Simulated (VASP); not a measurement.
# LaB6 (Pm-3m) in VASP: notebook

LaB6 is run at these levels: BLYP+D3(BJ); tasks: relaxation of the atoms.

Everything below comes from runs of VASP 6.6.1. Logs are shortened: lines on timing, memory, paths and dates and some standing lists are left out, and cuts for length are marked.

## 1. The cell of the first run

The structure is cubic, space group Pm-3m (No. 221). The conventional cell has a = 4.157 Å, b = 4.157 Å, c = 4.157 Å, α = 90.00°, β = 90.00°, γ = 90.00°. La (site symmetry m-3m) has 24 B at 3.05 Å within 4.0 Å. B (site symmetry 4mm) has 5 B at 1.66 to 1.77 Å within 2.2 Å.

## 2. Relaxation of the atoms, BLYP+D3(BJ)

Input file INCAR:

```
SYSTEM = LaB6
AGGAC    = 1.0          
AGGAX    = 1.0          
ALDAC    = 0.0          
ALDAX    = 1.0          
ALGO     = Normal         ! electronic algorithm
EDIFF    = 1E-7           ! SCF threshold, eV
EDIFFG   = -0.02          ! ionic threshold
ENCUT    = 520            ! plane-wave cutoff, eV
GGA      = B5             ! functional
IBRION   = 2              ! ionic algorithm
ISIF     = 2              ! what is computed and relaxed
ISMEAR   = 0              ! smearing method
IVDW     = 12             ! dispersion correction
LASPH    = .TRUE.         ! aspherical terms in the spheres
LCHARG   = .FALSE.        ! write CHGCAR
LREAL    = .FALSE.        ! projectors in reciprocal space
LWAVE    = .FALSE.        ! write WAVECAR
NELM     = 60             ! most SCF steps
NSW      = 60             ! ionic steps
PREC     = Accurate       ! precision mode
SIGMA    = 0.05           ! smearing width, eV
VDW_A1   = 0.4298       
VDW_A2   = 4.2359       
VDW_S6   = 1.0          
VDW_S8   = 2.6996
```

Input file KPOINTS:

```
k-points
0
G
  6 6 6
  0 0 0
```

Input file POSCAR:

```
LaB6
1.0
    4.1569950254      0.0000000000      0.0000000000
    0.0000000000      4.1569950254      0.0000000000
    0.0000000000      0.0000000000      4.1569950254
La B
1 6
Direct
    0.0000000000      0.0000000000      0.0000000000
    0.1997467300      0.5000000000      0.5000000000
    0.8002532700      0.5000000000      0.5000000000
    0.5000000000      0.5000000000      0.1997467300
    0.5000000000      0.5000000000      0.8002532700
    0.5000000000      0.1997467300      0.5000000000
    0.5000000000      0.8002532700      0.5000000000
```

Potentials or basis: VASP PAW PBE potentials, release 64 (La, B).

Started as:

```
cat potpaw_PBE.64/La/POTCAR potpaw_PBE.64/B/POTCAR > POTCAR
mpirun -np 1 vasp_std > vasp.out
```

OUTCAR:

```text
SYSTEM = LaB6
   EDIFF = 1E-7
   EDIFFG = -0.02
   ENCUT = 520
   GGA = B5
   IBRION = 2
   ISIF = 2
   ISMEAR = 0
   IVDW = 12
   LASPH = .TRUE.
   LREAL = .FALSE.
   NELM = 60
   NSW = 60
   PREC = Accurate
 IVDW          = 12

 ion  position               nearest neighbor table
   1  0.000  0.000  0.000-
   2  0.200  0.500  0.500-   3 1.66   4 1.77   5 1.77   6 1.77   7 1.77
   3  0.800  0.500  0.500-   2 1.66   4 1.77   5 1.77   6 1.77   7 1.77
   4  0.500  0.500  0.200-   5 1.66   3 1.77   2 1.77   6 1.77   7 1.77
   5  0.500  0.500  0.800-   4 1.66   3 1.77   2 1.77   6 1.77   7 1.77
   6  0.500  0.200  0.500-   7 1.66   3 1.77   4 1.77   5 1.77   2 1.77
   7  0.500  0.800  0.500-   6 1.66   3 1.77   4 1.77   5 1.77   2 1.77

  LATTYP: Found a simple cubic cell.
 ALAT       =     4.1569950254

  Lattice vectors:

 A1 = (   4.1569950254,   0.0000000000,   0.0000000000)
 A2 = (   0.0000000000,   4.1569950254,   0.0000000000)
 A3 = (   0.0000000000,   0.0000000000,   4.1569950254)

Analysis of symmetry for initial positions (statically):
=====================================================================
 Subroutine PRICEL returns:
 Original cell was already a primitive cell.

 Routine SETGRP: Setting up the symmetry group for a
 simple cubic supercell.

 Subroutine GETGRP returns: Found 48 space group operations
 (whereof 48 operations were pure point group operations)
 out of a pool of 48 trial point group operations.

The static configuration has the point symmetry O_h .

Analysis of symmetry for dynamics (positions and initial velocities):
=====================================================================
 Subroutine PRICEL returns:
 Original cell was already a primitive cell.

 Routine SETGRP: Setting up the symmetry group for a
 simple cubic supercell.

 Subroutine GETGRP returns: Found 48 space group operations
 (whereof 48 operations were pure point group operations)
 out of a pool of 48 trial point group operations.

The dynamic configuration has the point symmetry O_h .

 Subroutine INISYM returns: Found 48 space group operations
 (whereof 48 operations are pure point group operations),
 and found     1 'primitive' translations

----------------------------------------------------------------------------------------

                                     Primitive cell

  volume of cell :      71.8354

  direct lattice vectors                    reciprocal lattice vectors
     4.156995025  0.000000000  0.000000000     0.240558383  0.000000000  0.000000000
     0.000000000  4.156995025  0.000000000     0.000000000  0.240558383  0.000000000
     0.000000000  0.000000000  4.156995025     0.000000000  0.000000000  0.240558383

  length of vectors
     4.156995025  4.156995025  4.156995025     0.240558383  0.240558383  0.240558383

  position of ions in fractional coordinates (direct lattice)
     0.000000000  0.000000000  0.000000000
     0.199746730  0.500000000  0.500000000
     0.800253270  0.500000000  0.500000000
     0.500000000  0.500000000  0.199746730
     0.500000000  0.500000000  0.800253270
     0.500000000  0.199746730  0.500000000
     0.500000000  0.800253270  0.500000000

  ion indices of the primitive-cell ions
   primitive index   ion index
                 1           1
                 2           2
                 3           3
                 4           4
                 5           5
                 6           6
                 7           7

----------------------------------------------------------------------------------------

 KPOINTS: k-points

Automatic generation of k-mesh.
 Grid dimensions read from file:
 generate k-points for:    6    6    6

 Generating k-lattice:

  Cartesian coordinates                     Fractional coordinates (reciprocal lattice)
     0.040093064  0.000000000  0.000000000     0.166666667  0.000000000  0.000000000
     0.000000000  0.040093064  0.000000000     0.000000000  0.166666667  0.000000000
     0.000000000  0.000000000  0.040093064     0.000000000  0.000000000  0.166666667

  Length of vectors
     0.040093064  0.040093064  0.040093064

  Shift w.r.t. Gamma in fractional coordinates (k-lattice)
     0.000000000  0.000000000  0.000000000

 Subroutine IBZKPT returns following result:
 ===========================================

 Found     20 irreducible k-points:

 Following reciprocal coordinates:
            Coordinates               Weight
  0.000000  0.000000  0.000000      1.000000
  0.166667  0.000000  0.000000      6.000000
  0.333333  0.000000  0.000000      6.000000
  0.500000  0.000000  0.000000      3.000000
  0.166667  0.166667  0.000000     12.000000
  0.333333  0.166667  0.000000     24.000000
[... 12 lines left out ...]
  0.500000  0.500000  0.333333      6.000000
  0.500000  0.500000  0.500000      1.000000
   k-points           NKPTS =     20   k-points in BZ     NKDIM =     20   number of bands    NBANDS=     18
   number of dos      NEDOS =    301   number of ions     NIONS =      7
   total plane-waves  NPLWV =  32768
   dimension x,y,z NGX =    32 NGY =   32 NGZ =   32
   dimension x,y,z NGXF=    64 NGYF=   64 NGZF=   64
   ions per type =               1   6
   NGX,Y,Z   is equivalent  to a cutoff of  12.80, 12.80, 12.80 a.u.
   NGXF,Y,Z  is equivalent  to a cutoff of  25.59, 25.59, 25.59 a.u.
 SYSTEM =  LaB6
   PREC   = accura    normal or accurate (medium, high low for compatibility)
   ISTART =      0    job   : 0-new  1-cont  2-samecut
   ICHARG =      2    charge: 1-file 2-atom 10-const
   ISPIN  =      1    spin polarized calculation?
   LNONCOLLINEAR =      F non collinear calculations
   LSORBIT =      F    spin-orbit coupling
   LASPH  =      T    aspherical Exc in radial PAW
   ENCUT  =  520.0 eV  38.22 Ry    6.18 a.u.   7.73  7.73  7.73*2*pi/ulx,y,z
   NELM   =     60;   NELMIN=  2; NELMDL= -5     # of ELM steps
   EDIFF  = 0.1E-06   stopping-criterion for ELM
   LREAL  =      F    real-space projection
   EDIFFG = -.2E-01   stopping-criterion for IOM
   NSW    =     60    number of steps for IOM
   IBRION =      2    ionic relax: 0-MD 1-quasi-New 2-CG
   NFREE  =      1    steps in history (QN), initial steepest desc. (CG)
   ISIF   =      2    stress and relaxation
   ISYM   =      2    0-nonsym 1-usesym 2-fastsym
   POTIM  = 0.5000    time-step for ionic-motion
   TEBEG  =    0.0;   TEEND  =   0.0 temperature during run
   PSTRESS=    0.0 pullay stress
   NELECT =      29.0000    total number of electrons
   NUPDOWN=      -1.0000    fix difference up-down
   EMIN   =  10.00;   EMAX   =-10.00  energy-range for DOS
   EFERMI =   0.00;   METHOD = LEGACY
   ISMEAR =     0;   SIGMA  =   0.05  broadening in eV -4-tet -1-fermi 0-gaus
   EFERMI_NEDOS =   21; number of points for ismear=-14 and -15
   IALGO  =     38    algorithm
   IMIX   =      4    mixing-type and parameters
     AMIX     =   0.40;   BMIX     =  1.00
     AMIX_MAG =   1.60;   BMIX_MAG =  1.00
  volume/ion in A,a.u.               =      10.26        69.25
  Fermi-wavevector in a.u.,A,eV,Ry     =   1.209933  2.286442 19.918084  1.463938
  Thomas-Fermi vector in A             =   2.345495
   LORBIT       =      0    0 simple, 1 ext, 2 COOP (PROOUT), +10 PAW based schemes
   GGA     = B5    functional components
   LHFCALC =     F    Hartree Fock is set to
   AEXX    =    0.0000 exact exchange contribution
   IVDW    =    12    specifies the selected vdW correction
   LEPSILON=     F    determine dielectric tensor
   LRPA    =     F    only Hartree local field effects (RPA)
 conjugate gradient relaxation of ions
 non-spin polarized calculation
 Gauss-broadening in eV      SIGMA  =   0.05
  energy-cutoff  :      520.00
  volume of cell :       71.84
 maximum number of plane-waves:      1956
 NGX is ok and might be reduce to    32
   NGX = 15   NGY = 15   NGZ = 15

 number of electron      29.0000003 magnetization

 Free energy of the ion-electron system (eV)
  ---------------------------------------------------
  ext. energy  EPLUGINS =         0.00000000
  ---------------------------------------------------
  free energy    TOTEN  =       -44.20675270 eV

  energy without entropy =      -44.20456014  energy(sigma->0) =      -44.20565642

 E-fermi :   9.1274     XC(G=0): -10.5951

 val. band max:        9.1144212557   @ k =   0.5000   0.3333   0.0000
 cond. band min:       9.1714513482   @ k =   0.1667   0.1667   0.0000
 fundamental gap:      0.0570300925
 Fermi energy:         9.1274060968

 k-point     1 :       0.0000    0.0000    0.0000
  band No.  band energies     occupation
      1     -24.1334      2.00000
      2      -7.8325      2.00000
      3      -7.8325      2.00000
      4      -7.8325      2.00000
      5      -6.3342      2.00000
      6       1.2379      2.00000
[... 10 lines left out ...]
     17       9.2322      0.00304
     18      10.6032      0.00000

 k-point     2 :       0.1667    0.0000    0.0000
  band No.  band energies     occupation
      1     -24.1276      2.00000
      2      -8.0584      2.00000
      3      -7.8137      2.00000
      4      -7.8137      2.00000
      5      -6.0851      2.00000
      6       0.0591      2.00000
[... 10 lines left out ...]
     17       9.8715      0.00000
     18      10.5080      0.00000

 k-point     3 :       0.3333    0.0000    0.0000
  band No.  band energies     occupation
      1     -24.1160      2.00000
      2      -8.4036      2.00000
      3      -7.7755      2.00000
      4      -7.7755      2.00000
      5      -5.6559      2.00000
      6      -1.0447      2.00000
[... 328 lines left out ...]
 k-point    19 :       0.5000    0.5000    0.3333
  band No.  band energies     occupation
      1     -24.0718      2.00000
      2      -8.1323      2.00000
      3      -8.1323      2.00000
      4      -8.0009      2.00000
      5      -5.5640      2.00000
      6      -0.7646      2.00000
[... 10 lines left out ...]
     17      10.5266      0.00000
     18      10.6030      0.00000

 k-point    20 :       0.5000    0.5000    0.5000
  band No.  band energies     occupation
      1     -24.0664      2.00000
      2      -8.0968      2.00000
      3      -8.0968      2.00000
      4      -8.0968      2.00000
      5      -5.4737      2.00000
      6      -0.9125      2.00000
[... 10 lines left out ...]
     17      10.5668      0.00000
     18      10.5781      0.00000

------------------------ aborting loop because EDIFF is reached ----------------------------------------

 Edisp (eV)   -4.05746

 E8    (eV) :    -2.9323

  FORCE on cell =-STRESS in cart. coord.  units (eV):
  Direction    XX          YY          ZZ          XY          YZ          ZX
  --------------------------------------------------------------------------------------
  -------------------------------------------------------------------------------------
  Total      -2.28322    -2.28322    -2.28322    -0.00000    -0.00000     0.00000
  in kB     -50.92373   -50.92373   -50.92373    -0.00000    -0.00000     0.00000
  external pressure =      -50.92 kB  Pullay stress =        0.00 kB

 VOLUME and BASIS-vectors are now :
 -----------------------------------------------------------------------------
  energy-cutoff  :      520.00
  volume of cell :       71.84
      direct lattice vectors                 reciprocal lattice vectors
     4.156995025  0.000000000  0.000000000     0.240558383  0.000000000  0.000000000
     0.000000000  4.156995025  0.000000000     0.000000000  0.240558383  0.000000000
     0.000000000  0.000000000  4.156995025     0.000000000  0.000000000  0.240558383

 POSITION                                       TOTAL-FORCE (eV/Angst)
 -----------------------------------------------------------------------------------
      0.00000      0.00000      0.00000         0.000000     -0.000000     -0.000000
      0.83035      2.07850      2.07850        -0.013320     -0.000000     -0.000000
      3.32665      2.07850      2.07850         0.013320     -0.000000     -0.000000
      2.07850      2.07850      0.83035         0.000000     -0.000000     -0.013320
      2.07850      2.07850      3.32665        -0.000000     -0.000000      0.013320
      2.07850      0.83035      2.07850        -0.000000     -0.013320     -0.000000
      2.07850      3.32665      2.07850         0.000000      0.013320     -0.000000
 -----------------------------------------------------------------------------------
    total drift:                                0.000000     -0.000000     -0.000000

  FREE ENERGIE OF THE ION-ELECTRON SYSTEM (eV)
  ---------------------------------------------------
  free  energy   TOTEN  =       -48.2642162402 eV

  energy  without entropy=      -48.2620236839  energy(sigma->0) =      -48.26311996

 reached required accuracy - stopping structural energy minimisation
```

Wall time 62 s (1 thread of Intel Xeon Platinum 8259CL at 2.50GHz (Skylake/Cascade Lake), shared host); peak memory 0.19 GiB.

What came out:

| Item | Value |
| --- | --- |
| Free energy | -48.2642 eV |
| Pressure after relaxing | -5.1 GPa |
| Largest force after relaxing | 0.013 eV/Å |
| Dispersion energy per atom | -0.580 eV |

Forces in eV/Å, atoms in the order of the input:
```
La   0.000  0.000  0.000
B   -0.013  0.000  0.000
B    0.013  0.000  0.000
B    0.000  0.000 -0.013
B    0.000  0.000  0.013
B    0.000 -0.013  0.000
B    0.000  0.013  0.000
```

Final structure:
```yaml
crystal:
  lattice:
    - [4.15700, 0.00000, 0.00000]
    - [0.00000, 4.15700, 0.00000]
    - [0.00000, 0.00000, 4.15700]
  atoms:
    - { symbol: La, position: [0.00000, 0.00000, 0.00000] }
    - { symbol: B, position: [0.19975, 0.50000, 0.50000] }
    - { symbol: B, position: [0.80025, 0.50000, 0.50000] }
    - { symbol: B, position: [0.50000, 0.50000, 0.19975] }
    - { symbol: B, position: [0.50000, 0.50000, 0.80025] }
    - { symbol: B, position: [0.50000, 0.19975, 0.50000] }
    - { symbol: B, position: [0.50000, 0.80025, 0.50000] }
```

Caveat: the relaxation stopped at its first step, so nothing moved; the PAW data sets were made with another functional, which shifts forces and pressure a little; spin-orbit coupling is left out, which moves the levels of the heavy elements; pairwise dispersion overbinds metals, which lowers pressure and volume.

[end of part 1 of 2]
